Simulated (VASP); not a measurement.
Write the native input for VASP 6.6.1 that does the following.

- Task: single point
- Functional: revPBE
- Potentials or basis: VASP PAW PBE potentials, release 64 (Zn, O)
- Cutoff: 520 eV
- k mesh: 9 × 9 × 5
- Occupations: fermi-dirac, width 0.05 eV
- Spin: no spin polarisation
- Dipole correction: no
- Further INCAR settings: ALGO = Normal; EDIFF = 1e-06; NBANDS = 26

The structure of ZnO (zincite) lies in POSCAR:

```
ZnO
1.0
    3.1829769797      0.0000000000      0.0000000000
   -1.5914884899      2.7565389241      0.0000000000
    0.0000000000      0.0000000000      5.0994402224
Zn O
2 2
Direct
    0.6666666667      0.3333333333      0.0000000000
    0.3333333333      0.6666666667      0.5000000000
    0.3333333333      0.6666666667      0.8790100000
    0.6666666667      0.3333333333      0.3790100000
```

One way to write it, as run:

INCAR

```
SYSTEM = ZnO
PREC = Accurate
ENCUT = 520
EDIFF = 1E-6
ISMEAR = -1
SIGMA = 0.05
LREAL = .False.
LASPH = .True.
NELM = 80
ALGO = Normal
ISIF = 2
LWAVE = .False.
LCHARG = .False.
GGA = RE
NBANDS = 26
```

KPOINTS

```
regular mesh
0
Gamma
  9 9 5
  0 0 0
```

Potentials or basis: VASP PAW PBE potentials, release 64 (Zn, O).

Run with:

```bash
$ cat potpaw_PBE.64/Zn/POTCAR potpaw_PBE.64/O/POTCAR > POTCAR
$ mpirun -np 1 vasp_std > vasp.out
```

It gave:

- Pressure: 20.7 GPa
- Largest force: 0.102 eV/Å
- Band gap on the k mesh: 0.94 eV, direct

Caveat: the PAW data sets were made with another functional, which shifts forces and pressure a little.

It took 45 s on 1 thread of Intel(R) Xeon(R) Platinum 8259CL CPU @ 2.50GHz (Skylake/Cascade Lake), with other jobs on the host, peak memory 0.17 GiB.
